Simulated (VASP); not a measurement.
# Be7S (P3m1) in VASP: relaxation of cell and atoms with PBE

Aim: the relaxation of cell and atoms of Be7S with PBE.

Everything below comes from runs of VASP 6.6.1. Logs are shortened: lines on timing, memory, paths and dates and some standing lists are left out, and cuts for length are marked.

## Step 1: The cell of the first run

Symmetry: P3m1, No. 156, trigonal system. The conventional cell has a = 4.393 Å, b = 4.393 Å, c = 4.984 Å, α = 90.00°, β = 90.00°, γ = 120.00°. Be (site symmetry 1) has 3 Be at 1.37 to 1.63 Å within 1.8 Å. Be (site symmetry 3m) has 6 Be at 2.02 Å and 3 S at 2.66 Å within 2.7 Å. Within 3.5 Å of S (site symmetry 3m) lie 15 Be at 2.66 to 3.08 Å.

The cell was generated, and may not be a known phase.

## Step 2: Relaxation of cell and atoms, PBE

Input file INCAR:

```
ALGO     = Normal         # electronic algorithm
EDIFF    = 1E-7           # SCF threshold, eV
EDIFFG   = -0.08          # ionic threshold
ENCUT    = 600            # plane-wave cutoff, eV
GGA      = PE             # functional
GGA_COMPAT= F            
IBRION   = 2              # ionic algorithm
ISIF     = 3              # what is computed and relaxed
ISMEAR   = 0              # smearing method
LASPH    = T              # aspherical terms in the spheres
LCHARG   = F              # write CHGCAR
LREAL    = F              # projectors in reciprocal space
LWAVE    = F              # write WAVECAR
NELM     = 120            # most SCF steps
NELMIN   = 4            
NSW      = 36             # ionic steps
PREC     = Accurate       # precision mode
SIGMA    = 0.2            # smearing width, eV
```

Input file KPOINTS:

```
k-points
0
Gamma
  4 4 3
```

Input file POSCAR:

```
Be7S
1.0
    4.3928151800      0.0000000000      0.0000000000
   -2.1964075900      3.8042895400      0.0000000000
    0.0000000000      0.0000000000      4.9835604800
Be S
7 1
Direct
    0.3314093100      0.9796195300      0.3016503900
    0.0203804700      0.3517897800      0.3016503900
    0.6482102200      0.6685906900      0.3016503900
    0.0203804700      0.6685906900      0.3016503900
    0.6482102200      0.9796195300      0.3016503900
    0.3314093100      0.3517897800      0.3016503900
    0.3333333300      0.6666666700      0.0052327000
    0.0000000000      0.0000000000      0.8413056700
```

Potentials or basis: VASP PAW PBE potentials, release 64 (Be, S).

The run is started by

```bash
cat potpaw_PBE.64/Be/POTCAR potpaw_PBE.64/S/POTCAR > POTCAR
mpirun -np 1 vasp_std > vasp.out
```

OUTCAR:

```text
EDIFF = 1E-7
   EDIFFG = -0.08
   ENCUT = 600
   GGA = PE
   IBRION = 2
   ISIF = 3
   ISMEAR = 0
   LASPH = T
   LREAL = F
   NELM = 120
   NELMIN = 4
   NSW = 36
   PREC = Accurate

 ion  position               nearest neighbor table
   1  0.331  0.980  0.302-   4 1.37   5 1.39   6 1.63   7 2.02
   2  0.020  0.352  0.302-   6 1.37   4 1.39   5 1.63   7 2.02
   3  0.648  0.669  0.302-   5 1.37   6 1.39   4 1.63   7 2.02
   4  0.020  0.669  0.302-   1 1.37   2 1.39   3 1.63   7 2.02
   5  0.648  0.980  0.302-   3 1.37   1 1.39   2 1.63   7 2.02
   6  0.331  0.352  0.302-   2 1.37   3 1.39   1 1.63   7 2.02
   7  0.333  0.667  0.005-   1 2.02   4 2.02   2 2.02   5 2.02   6 2.02   3 2.02
   8  0.000  0.000  0.841-

  LATTYP: Found a hexagonal cell.
 ALAT       =     4.3928151800
 C/A-ratio  =     1.1344798895

  Lattice vectors:

 A1 = (   4.3928151800,   0.0000000000,   0.0000000000)
 A2 = (  -2.1964075900,   3.8042895400,   0.0000000000)
 A3 = (   0.0000000000,   0.0000000000,   4.9835604800)

Analysis of symmetry for initial positions (statically):
=====================================================================
 Subroutine PRICEL returns:
 Original cell was already a primitive cell.

 Routine SETGRP: Setting up the symmetry group for a
 hexagonal supercell.

 Subroutine GETGRP returns: Found  6 space group operations
 (whereof  6 operations were pure point group operations)
 out of a pool of 24 trial point group operations.

The static configuration has the point symmetry C_3v.

Analysis of symmetry for dynamics (positions and initial velocities):
=====================================================================
 Subroutine PRICEL returns:
 Original cell was already a primitive cell.

 Routine SETGRP: Setting up the symmetry group for a
 hexagonal supercell.

 Subroutine GETGRP returns: Found  6 space group operations
 (whereof  6 operations were pure point group operations)
 out of a pool of 24 trial point group operations.

The dynamic configuration has the point symmetry C_3v.

 Subroutine INISYM returns: Found  6 space group operations
 (whereof  6 operations are pure point group operations),
 and found     1 'primitive' translations

----------------------------------------------------------------------------------------

                                     Primitive cell

  volume of cell :      83.2830

  direct lattice vectors                    reciprocal lattice vectors
     4.392815180  0.000000000  0.000000000     0.227644451  0.131430585  0.000000000
    -2.196407590  3.804289540  0.000000000     0.000000000  0.262861170  0.000000000
     0.000000000  0.000000000  4.983560480     0.000000000  0.000000000  0.200659750

  length of vectors
     4.392815180  4.392815180  4.983560480     0.262861170  0.262861170  0.200659750

  position of ions in fractional coordinates (direct lattice)
     0.331409310  0.979619530  0.301650390
     0.020380470  0.351789780  0.301650390
     0.648210220  0.668590690  0.301650390
     0.020380470  0.668590690  0.301650390
     0.648210220  0.979619530  0.301650390
     0.331409310  0.351789780  0.301650390
     0.333333330  0.666666670  0.005232700
     0.000000000  0.000000000  0.841305670

  ion indices of the primitive-cell ions
   primitive index   ion index
                 1           1
                 2           2
                 3           3
                 4           4
                 5           5
                 6           6
                 7           7
                 8           8

----------------------------------------------------------------------------------------

 KPOINTS: k-points

Automatic generation of k-mesh.
 Grid dimensions read from file:
 generate k-points for:    4    4    3

 Generating k-lattice:

  Cartesian coordinates                     Fractional coordinates (reciprocal lattice)
     0.056911113  0.032857646  0.000000000     0.250000000  0.000000000  0.000000000
     0.000000000  0.065715293  0.000000000     0.000000000  0.250000000  0.000000000
     0.000000000  0.000000000  0.066886583     0.000000000  0.000000000  0.333333333

  Length of vectors
     0.065715293  0.065715293  0.066886583

  Shift w.r.t. Gamma in fractional coordinates (k-lattice)
     0.000000000  0.000000000  0.000000000

 Subroutine IBZKPT returns following result:
 ===========================================

 Found      9 irreducible k-points:

 Following reciprocal coordinates:
            Coordinates               Weight
  0.000000  0.000000  0.000000      1.000000
  0.250000 -0.000000  0.000000      6.000000
  0.500000 -0.000000  0.000000      3.000000
  0.250000  0.250000  0.000000      6.000000
  0.000000  0.000000  0.333333      2.000000
  0.250000 -0.000000  0.333333      6.000000
  0.000000  0.250000  0.333333      6.000000
  0.500000 -0.000000  0.333333      6.000000
  0.250000  0.250000  0.333333     12.000000
   k-points           NKPTS =      9   k-points in BZ     NKDIM =      9   number of bands    NBANDS=     15
   number of dos      NEDOS =    301   number of ions     NIONS =      8
   total plane-waves  NPLWV =  51840
   dimension x,y,z NGX =    36 NGY =   36 NGZ =   40
   dimension x,y,z NGXF=    72 NGYF=   72 NGZF=   80
   ions per type =               7   1
   NGX,Y,Z   is equivalent  to a cutoff of  13.62, 13.62, 13.34 a.u.
   NGXF,Y,Z  is equivalent  to a cutoff of  27.25, 27.25, 26.69 a.u.
 SYSTEM =  unknown system
   PREC   = accura    normal or accurate (medium, high low for compatibility)
   ISTART =      0    job   : 0-new  1-cont  2-samecut
   ICHARG =      2    charge: 1-file 2-atom 10-const
   ISPIN  =      1    spin polarized calculation?
   LNONCOLLINEAR =      F non collinear calculations
   LSORBIT =      F    spin-orbit coupling
   LASPH  =      T    aspherical Exc in radial PAW
   ENCUT  =  600.0 eV  44.10 Ry    6.64 a.u.   8.77  8.77  9.95*2*pi/ulx,y,z
   NELM   =    120;   NELMIN=  4; NELMDL= -5     # of ELM steps
   EDIFF  = 0.1E-06   stopping-criterion for ELM
   LREAL  =      F    real-space projection
   EDIFFG = -.8E-01   stopping-criterion for IOM
   NSW    =     36    number of steps for IOM
   IBRION =      2    ionic relax: 0-MD 1-quasi-New 2-CG
   NFREE  =      1    steps in history (QN), initial steepest desc. (CG)
   ISIF   =      3    stress and relaxation
   ISYM   =      2    0-nonsym 1-usesym 2-fastsym
   POTIM  = 0.5000    time-step for ionic-motion
   TEBEG  =    0.0;   TEEND  =   0.0 temperature during run
   PSTRESS=    0.0 pullay stress
   NELECT =      20.0000    total number of electrons
   NUPDOWN=      -1.0000    fix difference up-down
   EMIN   =  10.00;   EMAX   =-10.00  energy-range for DOS
   EFERMI =   0.00;   METHOD = LEGACY
   ISMEAR =     0;   SIGMA  =   0.20  broadening in eV -4-tet -1-fermi 0-gaus
   EFERMI_NEDOS =   21; number of points for ismear=-14 and -15
   IALGO  =     38    algorithm
   IMIX   =      4    mixing-type and parameters
     AMIX     =   0.40;   BMIX     =  1.00
     AMIX_MAG =   1.60;   BMIX_MAG =  1.00
  volume/ion in A,a.u.               =      10.41        70.25
  Fermi-wavevector in a.u.,A,eV,Ry     =   1.017574  1.922936 14.088251  1.035457
  Thomas-Fermi vector in A             =   2.150983
   LORBIT       =      0    0 simple, 1 ext, 2 COOP (PROOUT), +10 PAW based schemes
   GGA     = PE    functional components
   LHFCALC =     F    Hartree Fock is set to
   AEXX    =    0.0000 exact exchange contribution
   IVDW    =     0    specifies the selected vdW correction
   LEPSILON=     F    determine dielectric tensor
   LRPA    =     F    only Hartree local field effects (RPA)
 conjugate gradient relaxation of ions
 non-spin polarized calculation
 Gauss-broadening in eV      SIGMA  =   0.20
  energy-cutoff  :      600.00
  volume of cell :       83.28
 maximum number of plane-waves:      2790
 NGX is ok and might be reduce to    36
   NGX = 17   NGY = 17   NGZ = 19

--------------------------------------- Ionic step        1  -------------------------------------------

 number of electron      19.9999999 magnetization

 Free energy of the ion-electron system (eV)
  ---------------------------------------------------
  ext. energy  EPLUGINS =         0.00000000
  ---------------------------------------------------
  free energy    TOTEN  =         1.55555513 eV

  energy without entropy =        1.64113576  energy(sigma->0) =        1.59834544

------------------------ aborting loop because EDIFF is reached ----------------------------------------

  FORCE on cell =-STRESS in cart. coord.  units (eV):
  Direction    XX          YY          ZZ          XY          YZ          ZX
  --------------------------------------------------------------------------------------
  -------------------------------------------------------------------------------------
  Total       59.5632698     59.5632698     -0.1588573      0.0000000      0.0000000      0.0000000
  in kB     1145.8634989   1145.8634989     -3.0560578      0.0000000      0.0000000      0.0000000
  external PRESSURE =     762.8903133 kB  Pullay stress =       0.0000000 kB
[... 264 lines left out ...]
 k-point     9 :       0.2500    0.2500    0.3333
  band No.  band energies     occupation
      1      -8.9644      2.00000
      2      -1.8122      2.00000
      3      -1.2915      2.00000
      4      -1.2225      2.00000
      5       0.9115      2.00000
      6       2.3945      2.00000
      7       3.1792      2.00000
      8       4.1360      2.00000
      9       4.5990      2.00000
     10       5.5689      1.99729
     11       6.3766      0.00668
     12       6.5924      0.00002
     13       7.4785      0.00000
     14       8.0848      0.00000
     15       9.3591      0.00000

[... ionic steps 4 to 28 ...]

--------------------------------------- Ionic step       29  -------------------------------------------

 number of electron      20.0000005 magnetization

 E-fermi :   3.1619     XC(G=0):  -8.8761

 val. band max:        3.0876128905   @ k =   0.2500  -0.0000   0.3333
 cond. band min:       3.1693008335   @ k =   0.2500  -0.0000   0.3333
 fundamental gap:      0.0816879431
 Fermi energy:         3.1618683137
[... 241 lines left out ...]
  energy  without entropy=      -23.8009338560  energy(sigma->0) =      -23.83472373

--------------------------------------- Ionic step       31  -------------------------------------------

 number of electron      20.0000005 magnetization

 Free energy of the ion-electron system (eV)
  ---------------------------------------------------
  ext. energy  EPLUGINS =         0.00000000
  ---------------------------------------------------
  free energy    TOTEN  =       -23.86870174 eV

  energy without entropy =      -23.80170798  energy(sigma->0) =      -23.83520486

 E-fermi :   3.3775     XC(G=0):  -8.9929

 val. band max:        3.2901553414   @ k =   0.2500  -0.0000   0.3333
 cond. band min:       3.3857811368   @ k =   0.2500  -0.0000   0.3333
 fundamental gap:      0.0956257954
 Fermi energy:         3.3774748075

 k-point     1 :       0.0000    0.0000    0.0000
  band No.  band energies     occupation
      1     -12.1526      2.00000
      2      -4.4629      2.00000
      3      -4.4629      2.00000
      4      -3.3193      2.00000
      5      -0.7784      2.00000
      6      -0.7784      2.00000
      7       0.3068      2.00000
      8       1.7117      2.00000
      9       4.0800      0.00000
     10       4.0800      0.00000
     11       4.3788      0.00000
     12       4.3788      0.00000
[... 180 lines left out ...]
  FREE ENERGIE OF THE ION-ELECTRON SYSTEM (eV)
  ---------------------------------------------------
  free  energy   TOTEN  =       -23.8687017361 eV

  energy  without entropy=      -23.8017079824  energy(sigma->0) =      -23.83520486

 reached required accuracy - stopping structural energy minimisation
```

Wall time 7.2 min (1 thread of Intel Xeon 8259CL, shared host); peak memory 0.22 GiB.

Results:

```yaml
Free_energy: -23.8687 eV
Relaxed_volume: 13.46 Å³/atom
Relaxed_cell: a = 6.332 Å, b = 6.332 Å, c = 3.100 Å, α = 90.00°, β = 90.00°, γ = 120.00°
Space_group_after_relaxing_to_0.1_Å: P3m1 (No. 156)
Pressure_after_relaxing: 0.2 GPa
Largest_force_after_relaxing: 0.078 eV/Å
Band_gap_on_the_k_mesh: zero (bands 10 and 11 overlap by 0.69 eV)
```

Forces in eV/Å, atoms in the order of the input:
```
Be   0.077 -0.008  0.000
Be  -0.032  0.071  0.000
Be  -0.045 -0.063  0.000
Be   0.045 -0.063  0.000
Be  -0.077 -0.008  0.000
Be   0.032  0.071  0.000
Be   0.000  0.000 -0.039
S    0.000  0.000  0.036
```

Stress tensor (GPa, compression positive):
```
0.18 0.00 0.00
0.00 0.18 0.00
0.00 0.00 0.10
```

Final structure:
```xyz
8
Lattice="6.3321 0.0000 0.0000 -3.1660 5.4837 0.0000 0.0000 0.0000 3.1005" Properties=species:S:1:pos:R:3 pbc="T T T"
Be    2.1203    0.0028    0.6568
Be    5.2694    1.8349    0.6568
Be    2.1083    3.6460    0.6568
Be    4.2238    3.6460    0.6568
Be    4.2117    0.0028    0.6568
Be    1.0626    1.8349    0.6568
Be    0.0000    3.6558    0.5233
S     0.0000    0.0000    0.6717
```

Caveat: the k points lie up to 0.68 Å⁻¹ apart in the final cell, too coarse for converged energies and pressures of a metal; the volume moved by over 15 % at a fixed basis, so the end points are rough; semilocal functionals underestimate gaps, and a narrow one can read as zero; this functional lacks dispersion, which binds layers or chains, so the pressure and a relaxed spacing across them are unreliable; the relaxation stopped at a loose force limit of 0.08 eV/Å, so its end isn't a converged minimum.

The gap in the log of VASP goes by the Fermi energy; the results here count the filled bands.